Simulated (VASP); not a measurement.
# Si2Cl (Fd-3m) in VASP: a series of runs

Si2Cl is run at these levels: PBE; tasks: single point, relaxation of cell and atoms.

All numbers are computed with VASP 6.6.1; they aren't measurements. Logs are shortened: lines on timing, memory, paths and dates and some standing lists are left out, and cuts for length are marked.

### 1 The cell of the first run

The structure is cubic, space group Fd-3m (No. 227). The conventional cell has a = 7.571 Å, b = 7.571 Å, c = 7.571 Å, α = 90.00°, β = 90.00°, γ = 90.00°. Si (site symmetry -3m) has 6 Si at 2.68 Å and 6 Cl at 3.14 Å within 3.5 Å. Within 4.1 Å of Cl (site symmetry -43m) lie 12 Si at 3.14 Å and 4 Cl at 3.28 Å.

### 2 Single point, PBE

Contents of INCAR:

```
SYSTEM = Si2Cl
PREC = Accurate
ENCUT = 520
EDIFF = 1E-6
ISMEAR = 0
SIGMA = 0.1
LREAL = .FALSE.
LASPH = .TRUE.
NELM = 80
ALGO = Normal
ISIF = 2
LWAVE = .FALSE.
LCHARG = .FALSE.
GGA = PE
NBANDS = 24
```

Contents of KPOINTS:

```
regular mesh
0
G
  8 8 8
  0 0 0
```

Contents of POSCAR:

```
Si2Cl
1.0
    0.0000000000      3.7856558663      3.7856558663
    3.7856558663      0.0000000000      3.7856558663
    3.7856558663      3.7856558663      0.0000000000
Si Cl
4 2
Direct
    0.6250000000      0.6250000000      0.6250000000
    0.1250000000      0.6250000000      0.6250000000
    0.6250000000      0.6250000000      0.1250000000
    0.6250000000      0.1250000000      0.6250000000
    0.0000000000      0.0000000000      0.0000000000
    0.2500000000      0.2500000000      0.2500000000
```

Potentials or basis: VASP PAW PBE potentials, release 64 (Si, Cl).

Launch:

```console
> cat potpaw_PBE.64/Si/POTCAR potpaw_PBE.64/Cl/POTCAR > POTCAR
> mpirun -np 1 vasp_std > vasp.out
```

OUTCAR:

```text
SYSTEM = Si2Cl
   PREC = Accurate
   ENCUT = 520
   EDIFF = 1E-6
   ISMEAR = 0
   LREAL = .FALSE.
   LASPH = .TRUE.
   NELM = 80
   ISIF = 2
   GGA = PE

 ion  position               nearest neighbor table
   1  0.625  0.625  0.625-   2 2.68   3 2.68   4 2.68   3 2.68   4 2.68   2 2.68
   2  0.125  0.625  0.625-   1 2.68   3 2.68   4 2.68   1 2.68   3 2.68   4 2.68
   3  0.625  0.625  0.125-   1 2.68   1 2.68   2 2.68   4 2.68   4 2.68   2 2.68
   4  0.625  0.125  0.625-   1 2.68   3 2.68   1 2.68   2 2.68   3 2.68   2 2.68
   5  0.000  0.000  0.000-
   6  0.250  0.250  0.250-

  LATTYP: Found a face centered cubic cell.
 ALAT       =     7.5713117326

  Lattice vectors:

 A1 = (   0.0000000000,   3.7856558663,   3.7856558663)
 A2 = (   3.7856558663,   0.0000000000,   3.7856558663)
 A3 = (   3.7856558663,   3.7856558663,   0.0000000000)

Analysis of symmetry for initial positions (statically):
[... 6 lines left out ...]

 Subroutine GETGRP returns: Found 48 space group operations
 (whereof 24 operations were pure point group operations)
 out of a pool of 48 trial point group operations.

The static configuration has the point symmetry T_d .
 The point group associated with its full space group is O_h .

Analysis of symmetry for dynamics (positions and initial velocities):
[... 6 lines left out ...]

 Subroutine GETGRP returns: Found 48 space group operations
 (whereof 24 operations were pure point group operations)
 out of a pool of 48 trial point group operations.

The dynamic configuration has the point symmetry T_d .
 The point group associated with its full space group is O_h .

 Subroutine INISYM returns: Found 48 space group operations
 (whereof 24 operations are pure point group operations),
 and found     1 'primitive' translations

----------------------------------------------------------------------------------------

                                     Primitive cell

  volume of cell :     108.5059

  direct lattice vectors                    reciprocal lattice vectors
     0.000000000  3.785655866  3.785655866    -0.132077510  0.132077510  0.132077510
     3.785655866  0.000000000  3.785655866     0.132077510 -0.132077510  0.132077510
     3.785655866  3.785655866  0.000000000     0.132077510  0.132077510 -0.132077510

  length of vectors
     5.353725869  5.353725869  5.353725869     0.228764958  0.228764958  0.228764958

  position of ions in fractional coordinates (direct lattice)
     0.625000000  0.625000000  0.625000000
     0.125000000  0.625000000  0.625000000
     0.625000000  0.625000000  0.125000000
     0.625000000  0.125000000  0.625000000
     0.000000000  0.000000000  0.000000000
     0.250000000  0.250000000  0.250000000

  ion indices of the primitive-cell ions
   primitive index   ion index
                 1           1
                 2           2
                 3           3
                 4           4
                 5           5
                 6           6

----------------------------------------------------------------------------------------

 KPOINTS: regular mesh

Automatic generation of k-mesh.
 Grid dimensions read from file:
 generate k-points for:    8    8    8

 Generating k-lattice:

  Cartesian coordinates                     Fractional coordinates (reciprocal lattice)
    -0.016509689  0.016509689  0.016509689     0.125000000  0.000000000  0.000000000
     0.016509689 -0.016509689  0.016509689     0.000000000  0.125000000  0.000000000
     0.016509689  0.016509689 -0.016509689     0.000000000  0.000000000  0.125000000

  Length of vectors
     0.028595620  0.028595620  0.028595620

  Shift w.r.t. Gamma in fractional coordinates (k-lattice)
     0.000000000  0.000000000  0.000000000

 Subroutine IBZKPT returns following result:
 ===========================================

 Found     29 irreducible k-points:

 Following reciprocal coordinates:
            Coordinates               Weight
  0.000000  0.000000  0.000000      1.000000
  0.125000  0.000000  0.000000      8.000000
  0.250000  0.000000  0.000000      8.000000
  0.375000  0.000000  0.000000      8.000000
  0.500000  0.000000  0.000000      4.000000
  0.125000  0.125000  0.000000      6.000000
[... 16 lines left out ...]
  0.500000  0.250000  0.125000     48.000000
 -0.375000  0.250000  0.125000     24.000000
 [... further k-points ...]
   k-points           NKPTS =     29   k-points in BZ     NKDIM =     29   number of bands    NBANDS=     24
   number of dos      NEDOS =    301   number of ions     NIONS =      6
   total plane-waves  NPLWV =  64000
   dimension x,y,z NGX =    40 NGY =   40 NGZ =   40
   dimension x,y,z NGXF=    80 NGYF=   80 NGZF=   80
   ions per type =               4   2
   NGX,Y,Z   is equivalent  to a cutoff of  12.42, 12.42, 12.42 a.u.
   NGXF,Y,Z  is equivalent  to a cutoff of  24.84, 24.84, 24.84 a.u.
 SYSTEM =  Si2Cl
   PREC   = accura    normal or accurate (medium, high low for compatibility)
   ISTART =      0    job   : 0-new  1-cont  2-samecut
   ICHARG =      2    charge: 1-file 2-atom 10-const
   ISPIN  =      1    spin polarized calculation?
   LNONCOLLINEAR =      F non collinear calculations
   LSORBIT =      F    spin-orbit coupling
   LASPH  =      T    aspherical Exc in radial PAW
   ENCUT  =  520.0 eV  38.22 Ry    6.18 a.u.   9.95  9.95  9.95*2*pi/ulx,y,z
   NELM   =     80;   NELMIN=  2; NELMDL= -5     # of ELM steps
   EDIFF  = 0.1E-05   stopping-criterion for ELM
   LREAL  =      F    real-space projection
   EDIFFG = 0.1E-04   stopping-criterion for IOM
   NSW    =      0    number of steps for IOM
   IBRION =     -1    ionic relax: 0-MD 1-quasi-New 2-CG
   NFREE  =      0    steps in history (QN), initial steepest desc. (CG)
   ISIF   =      2    stress and relaxation
   ISYM   =      2    0-nonsym 1-usesym 2-fastsym
   POTIM  = 0.5000    time-step for ionic-motion
   TEBEG  =    0.0;   TEEND  =   0.0 temperature during run
   PSTRESS=    0.0 pullay stress
   NELECT =      30.0000    total number of electrons
   NUPDOWN=      -1.0000    fix difference up-down
   EMIN   =  10.00;   EMAX   =-10.00  energy-range for DOS
   EFERMI =   0.00;   METHOD = LEGACY
   ISMEAR =     0;   SIGMA  =   0.10  broadening in eV -4-tet -1-fermi 0-gaus
   EFERMI_NEDOS =   21; number of points for ismear=-14 and -15
   IALGO  =     38    algorithm
   IMIX   =      4    mixing-type and parameters
     AMIX     =   0.40;   BMIX     =  1.00
     AMIX_MAG =   1.60;   BMIX_MAG =  1.00
  volume/ion in A,a.u.               =      18.08       122.04
  Fermi-wavevector in a.u.,A,eV,Ry     =   1.066508  2.015408 15.475801  1.137439
  Thomas-Fermi vector in A             =   2.202095
   LORBIT       =      0    0 simple, 1 ext, 2 COOP (PROOUT), +10 PAW based schemes
   GGA     = PE    functional components
   LHFCALC =     F    Hartree Fock is set to
   AEXX    =    0.0000 exact exchange contribution
   IVDW    =     0    specifies the selected vdW correction
   LEPSILON=     F    determine dielectric tensor
   LRPA    =     F    only Hartree local field effects (RPA)
 non-spin polarized calculation
 Gauss-broadening in eV      SIGMA  =   0.10
  energy-cutoff  :      520.00
  volume of cell :      108.51
 maximum number of plane-waves:      2954
   NGX = 19   NGY = 19   NGZ = 19

 number of electron      29.9999996 magnetization

 Free energy of the ion-electron system (eV)
  ---------------------------------------------------
  ext. energy  EPLUGINS =         0.00000000
  ---------------------------------------------------
  free energy    TOTEN  =       -22.08696631 eV

  energy without entropy =      -22.05588299  energy(sigma->0) =      -22.07142465

 E-fermi :   6.3395     XC(G=0): -10.2413

 val. band max:        6.3378838366   @ k =   0.2500   0.0000   0.0000
 cond. band min:       6.3507810582   @ k =  -0.2500   0.2500   0.0000
 fundamental gap:      0.0128972217
 Fermi energy:         6.3394637218

 k-point     1 :       0.0000    0.0000    0.0000
  band No.  band energies     occupation
      1      -9.4801      2.00000
      2      -8.1999      2.00000
      3      -4.1789      2.00000
      4       0.5374      2.00000
      5       1.2759      2.00000
      6       1.2759      2.00000
[... 16 lines left out ...]
     23      14.6508      0.00000
     24      14.6518      0.00000

 k-point     2 :       0.1250    0.0000    0.0000
  band No.  band energies     occupation
      1      -9.4334      2.00000
      2      -8.2316      2.00000
      3      -4.1954      2.00000
      4      -0.2085      2.00000
      5       0.9797      2.00000
      6       0.9797      2.00000
[... 16 lines left out ...]
     23      13.9506      0.00000
     24      14.6369      0.00000

 k-point     3 :       0.2500    0.0000    0.0000
  band No.  band energies     occupation
      1      -9.3070      2.00000
      2      -8.3195      2.00000
      3      -4.2443      2.00000
      4      -1.1363      2.00000
      5       0.7406      2.00000
      6       0.7406      2.00000
[... 16 lines left out ...]
     23      13.6270      0.00000
     24      14.4285      0.00000

 k-point     4 :       0.3750    0.0000    0.0000
  band No.  band energies     occupation
      1      -9.1476      2.00000
      2      -8.4366      2.00000
      3      -4.3062      2.00000
      4      -1.7371      2.00000
      5       0.6675      2.00000
      6       0.6675      2.00000
[... 16 lines left out ...]
     23      13.7073      0.00000
     24      13.9309      0.00000

 k-point     5 :       0.5000    0.0000    0.0000
  band No.  band energies     occupation
      1      -9.0615      2.00000
      2      -8.5041      2.00000
      3      -4.3358      2.00000
      4      -1.9421      2.00000
      5       0.6873      2.00000
      6       0.6873      2.00000
[... 16 lines left out ...]
     23      13.7466      0.00000
     24      13.9764      0.00000

 k-point     6 :       0.1250    0.1250    0.0000
  band No.  band energies     occupation
      1      -9.4178      2.00000
      2      -8.2423      2.00000
      3      -4.1929      2.00000
      4      -0.2561      2.00000
      5       0.4956      2.00000
      6       0.4956      2.00000
[... 16 lines left out ...]
     23      14.1762      0.00000
     24      14.1841      0.00000
[... 379 lines left out ...]
 k-point    21 :       0.5000    0.5000    0.0000
  band No.  band energies     occupation
      1      -8.7639      2.00000
      2      -8.7639      2.00000
      3      -3.4076      2.00000
      4      -3.4076      2.00000
      5      -0.7405      2.00000
      6      -0.7405      2.00000
[... 16 lines left out ...]
     23      14.3454      0.00000
     24      14.3455      0.00000

 k-point    22 :       0.3750    0.2500    0.1250
  band No.  band energies     occupation
      1      -9.2022      2.00000
      2      -8.3935      2.00000
      3      -4.1967      2.00000
      4      -1.7289      2.00000
      5       0.0038      2.00000
      6       0.2439      2.00000
[... 16 lines left out ...]
     23      12.7655      0.00000
     24      13.4818      0.00000

 k-point    23 :       0.5000    0.2500    0.1250
  band No.  band energies     occupation
      1      -9.0547      2.00000
      2      -8.5042      2.00000
      3      -4.1695      2.00000
      4      -2.3327      2.00000
      5       0.0027      2.00000
      6       0.2586      2.00000
[... 16 lines left out ...]
     23      12.4367      0.00000
     24      13.1816      0.00000

 k-point    24 :      -0.3750    0.2500    0.1250
  band No.  band energies     occupation
      1      -8.9708      2.00000
      2      -8.5717      2.00000
      3      -4.1497      2.00000
      4      -2.5701      2.00000
      5       0.0419      2.00000
      6       0.2157      2.00000
[... 16 lines left out ...]
     23      12.4164      0.00000
     24      13.0228      0.00000

 [... further k-points ...]
[... 5 lines left out ...]
  --------------------------------------------------------------------------------------
  -------------------------------------------------------------------------------------
  Total       -0.0124661     -0.0124661     -0.0124661      0.0000000     -0.0000000      0.0000000
  in kB       -0.1840719     -0.1840719     -0.1840719      0.0000000     -0.0000000      0.0000000
  external PRESSURE =      -0.1840719 kB  Pullay stress =       0.0000000 kB

 VOLUME and BASIS-vectors are now :
 -----------------------------------------------------------------------------
  energy-cutoff  :      520.00
  volume of cell :      108.51
      direct lattice vectors                 reciprocal lattice vectors
     0.000000000  3.785655866  3.785655866    -0.132077510  0.132077510  0.132077510
     3.785655866  0.000000000  3.785655866     0.132077510 -0.132077510  0.132077510
     3.785655866  3.785655866  0.000000000     0.132077510  0.132077510 -0.132077510

 POSITION                                       TOTAL-FORCE (eV/Angst)
 -----------------------------------------------------------------------------------
      4.73207      4.73207      4.73207         0.000000      0.000000      0.000000
      4.73207      2.83924      2.83924         0.000000      0.000000      0.000000
      2.83924      2.83924      4.73207         0.000000      0.000000      0.000000
      2.83924      4.73207      2.83924         0.000000      0.000000      0.000000
      0.00000      0.00000      0.00000        -0.000000     -0.000000      0.000000
      1.89283      1.89283      1.89283         0.000000      0.000000     -0.000000
 -----------------------------------------------------------------------------------
    total drift:                               -0.000000     -0.000000      0.000000

  FREE ENERGIE OF THE ION-ELECTRON SYSTEM (eV)
  ---------------------------------------------------
  free  energy   TOTEN  =       -22.0869663089 eV

  energy  without entropy=      -22.0558829943  energy(sigma->0) =      -22.07142465
```

It took 55 s on 1 thread of Intel Xeon 6975P-C, shared host; peak memory 0.26 GiB.

Results:

| Item | Value |
| --- | --- |
| Free energy | -22.0870 eV |
| Pressure | 0.0 GPa |
| Band gap on the k mesh | zero (band 15 reaches 7.26 eV, above the bottom of band 16 at 5.78 eV) |

(Continued in part 2 of 2.)
